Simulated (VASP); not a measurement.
FeO: single point with revPBE+U

The system is FeO.

```
CELL_PARAMETERS angstrom
1.50063 0.82484 2.44177
-1.51454 0.87419 2.43297
0.03579 -1.77239 2.46290
ATOMIC_POSITIONS crystal
Fe 0.00000 0.00000 0.00000
O 0.50000 0.50000 0.50000
```

```json
{"Program": "VASP 6.6.1", "Task": "single point", "Functional": "revPBE", "Potentials or basis": "VASP PAW PBE potentials, release 64 (Fe, O)", "Cutoff": "600 eV", "k mesh": "11 × 11 × 11", "Occupations": "fermi-dirac, width 0.02 eV", "Spin": "collinear spin, ferromagnetic start", "Starting moments": "[1.1, 0.0] μB", "Hubbard terms": "Fe d U = 8.0 eV"}
```

```
Pressure                                              : 11.3 GPa
Band gap on the k mesh                                : zero (filled and empty bands overlap)
Net moment                                            : 4.00 μB per cell
Site moments                                          : Fe +3.98; O +0.12 μB
Valence electrons inside the program's atomic spheres : Fe 6.88; O 5.05
```

Stress tensor (GPa, compression positive):
```
10.84  1.80 -1.35
 1.80 12.06  1.63
-1.35  1.63 11.08
```

Levels at points of the mesh, in eV from the Fermi level:
Spin up:
```csv
k point,band 5,band 6,band 7,band 8,band 9,band 10,band 11,band 12,band 13,band 14
"(0.00, 0.00, 0.00)",-7.86,-7.77,-3.74,-3.73,-3.57,0.31,13.35,14.09,14.35,15.65
```
Spin down:
```
           k point  band 1  band 2  band 3  band 4  band 5  band 6  band 7  band 8  band 9  band 10
(0.00, 0.00, 0.00)  -20.61   -3.51   -3.48   -3.30   -1.05   -0.81    1.05    2.54    3.12     3.38
```

Eigenvalues of the final occupation matrices:
| site | spin | trace | eigenvalues |
| --- | --- | --- | --- |
| site 1 d | 1 | 5.08 | 0.99 0.99 0.99 1.05 1.06 |
| site 1 d | 2 | 1.14 | 0.03 0.07 0.08 0.45 0.49 |

Run time: 29 min on 1 thread of Intel Xeon 8259CL, on a shared host, peak memory 0.53 GiB.

Caveat: the cell stands under pressure; the PAW data sets were made with another functional, which shifts forces and pressure a little; a cell with one magnetic atom can't hold antiferromagnetic order, which such compounds often take. The state reached can hang on the start; a lower one may exist.
